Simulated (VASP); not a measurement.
Here is a VASP 6.6.1 calculation.

INCAR

```
SYSTEM = HRh6
  PREC = Accurate
  ENCUT = 520
  EDIFF = 1E-6
  ISMEAR = 0
  SIGMA = 0.1
  LREAL = .FALSE.
  LASPH = .TRUE.
  NELM = 100
  ALGO = Normal
  ISIF = 2
  LWAVE = .FALSE.
  LCHARG = .FALSE.
  LDIPOL = .TRUE.
  IDIPOL = 3
  DIPOL = 0.5 0.5 0.291
  GGA = PE
  NBANDS = 104
```

Contents of KPOINTS:

```
regular mesh
0
G
  5 5 1
  0 0 0
```

Contents of POSCAR:

```
HRh6
1.0
    5.4163401145      0.0000000000      0.0000000000
    0.0000000000      5.4163401145      0.0000000000
    0.0000000000      0.0000000000     21.6737367085
Rh H
12 2
Direct
    0.2500000000      0.2500000000      0.1845551625
    0.2500000000      0.7500000000      0.1845551625
    0.7500000000      0.2500000000      0.1845551625
    0.7500000000      0.7500000000      0.1845551625
    0.0000000000      0.0000000000      0.2693761947
    0.0000000000      0.5000000000      0.2693761947
    0.5000000000      0.0000000000      0.2693761947
    0.5000000000      0.5000000000      0.2693761947
    0.2500000000      0.2500000000      0.3540569313
    0.2500000000      0.7500000000      0.3540569313
    0.7500000000      0.2500000000      0.3540569313
    0.7500000000      0.7500000000      0.3540569313
    0.3909780428      0.5000000000      0.4191126261
    0.6090219572      0.5000000000      0.4191126261
```

Potentials or basis: VASP PAW PBE potentials, release 64 (Rh_pv, H).

Command:

```sh
$ cat potpaw_PBE.64/Rh_pv/POTCAR potpaw_PBE.64/H/POTCAR > POTCAR
$ mpirun -np 1 vasp_std > vasp.out
```

(1) Predict the largest force.

(2) Predict the band gap on the k mesh.

## Answers

(1) 0.865 eV/Å.

(2) zero (bands 91 and 92 overlap by 0.69 eV).
